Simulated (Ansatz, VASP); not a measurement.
One calculation of SnSe, two programs

```xyz
2
Lattice="0.0000 3.0321 3.0321 3.0321 0.0000 3.0321 3.0321 3.0321 0.0000" Properties=species:S:1:pos:R:3 pbc="T T T"
Sn    0.0000    0.0000    0.0000
Se    3.0321    3.0321    3.0321
```

Change from the starting cell: hydrostatic strain +1.0%.

Alike in both runs: task single point; functional PBE; k mesh 8 × 8 × 8; occupations fermi-dirac, width 0.02 eV; no spin polarisation.

|  | VASP | Ansatz |
| --- | --- | --- |
| version | VASP 6.6.1 | Ansatz 0.2.0 |
| potentials or method | VASP PAW PBE potentials, release 64 (Sn_d, Se) | plane waves, PAW |
| plane-wave cutoff (eV) | 500 | 420 |
| valence electrons in the cell | 20 | 30 |

```csv
,VASP,Ansatz,Ansatz less VASP
pressure (GPa),-0.2,-0.2,+0.02
```

VASP's potentials hold 20 valence electrons a cell and Ansatz's 30, so a difference there can come from the potentials and not from the codes.
